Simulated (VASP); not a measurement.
## Na: relaxation of cell and atoms with PBE

The system is Na.

```
Na
1.0
     3.74918    0.00000    0.00000
    -1.87459    3.24689    0.00000
     0.00000    0.00000    6.07368
Na
2
Direct
  0.33333 0.66667 0.25000
  0.66667 0.33333 0.75000
```

| Quantity | Value |
| --- | --- |
| Program | VASP 6.6.1 |
| Task | relaxation of cell and atoms |
| Functional | PBE |
| Potentials or basis | VASP PAW PBE potentials, release 64 (Na_pv) |
| Cutoff | 600 eV |
| k mesh | 12 × 12 × 6 |
| Occupations | fermi-dirac, width 0.05 eV |
| Spin | no spin polarisation |
| Dipole correction | no |
| Further INCAR settings | ALGO = Normal; EDIFF = 1e-06; IBRION = 2; EDIFFG = -0.005; NSW = 60; ISIF = 3 |

The relaxed volume is 36.91 Å³/atom, the relaxed cell is a = 3.733 Å, b = 3.733 Å, c = 6.116 Å, α = 90.00°, β = 90.00°, γ = 120.00° and the space group after relaxing (to 0.05 Å) is P6_3/mmc (No. 194). The energy gained by relaxing is 0.1 meV/atom, the ionic steps are 5 and the pressure after relaxing is 0.0 GPa. The band gap on the k mesh is zero (band 7 reaches 2.43 eV, above the bottom of band 8 at -1.92 eV).

The path:
| step | energy change (eV) | largest force (eV/Å) | pressure (GPa) | volume (Å³) |
| --- | --- | --- | --- | --- |
| 1 | 0.0000 | 0.0000 | -0.01 | 73.94 |
| 2 | 0.0000 | 0.0000 | 0.02 | 73.92 |
| 3 | -0.0001 | 0.0000 | 0.02 | 73.88 |
| 4 | -0.0002 | 0.0000 | 0.04 | 73.79 |
| 5 | -0.0002 | 0.0000 | 0.02 | 73.81 |

Final structure:
```
Na
1.0
     3.73322    0.00000    0.00000
    -1.86661    3.23306    0.00000
     0.00000    0.00000    6.11568
Na
2
Direct
  0.33333 0.66667 0.25000
  0.66667 0.33333 0.75000
```

Levels at points of the mesh, in eV from the Fermi level:
| k point | band 5 | band 6 | band 7 | band 8 | band 9 | band 10 |
| --- | --- | --- | --- | --- | --- | --- |
| (0.00, 0.00, 0.00) | -24.84 | -24.84 | -3.23 | 0.59 | 1.00 | 10.08 |
| (0.50, 0.00, 0.00) | -24.85 | -24.84 | 0.30 | 0.42 | 3.91 | 3.94 |
| (0.00, 0.00, 0.50) | -24.84 | -24.84 | -2.20 | -2.20 | 5.56 | 5.56 |
| (0.50, 0.00, 0.50) | -24.85 | -24.85 | 1.12 | 1.12 | 1.60 | 1.60 |

It took 3.6 min on 1 thread of AMD EPYC 7R43 64-Core Processor (Zen 3), on a shared host, peak memory 0.19 GiB.
